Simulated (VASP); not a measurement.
A run of VASP 6.6.1 is set up as follows.

File INCAR:

```
PREC = Accurate
ENCUT = 520
EDIFF = 1E-6
ISMEAR = 0
SIGMA = 0.05
LREAL = False
LASPH = True
NELM = 60
ALGO = Normal
ISIF = 2
LWAVE = False
LCHARG = False
GGA = PE
NBANDS = 12
```

KPOINTS

```
Automatic mesh
0
Gamma
  12 12 12
```

The input POSCAR:

```
Sb
1.0
    2.1542000000      1.2437279499      3.7580000000
   -2.1542000000      1.2437279499      3.7580000000
    0.0000000000     -2.4874558998      3.7580000000
Sb
2
Direct
    0.2334900000      0.2334900000      0.2334900000
    0.7665100000      0.7665100000      0.7665100000
```

Potentials or basis: VASP PAW PBE potentials, release 64 (Sb).

Launch:

```console
$ cat potpaw_PBE.64/Sb/POTCAR > POTCAR
$ mpirun -np 1 vasp_std > vasp.out
```

Q: What does it give for the largest force?

A: 0.238 eV/Å.

Q: What does it give for the pressure?

A: 2.8 GPa.

Q: What does it give for the band gap on the k mesh?

A: Zero (band 5 reaches 7.35 eV, above the bottom of band 6 at 7.07 eV).

Forces in eV/Å, atoms in the order of the input:
```
Sb   0.000  0.000  0.238
Sb   0.000  0.000 -0.238
```

Caveat: spin-orbit coupling is left out, which moves the levels of the heavy elements.
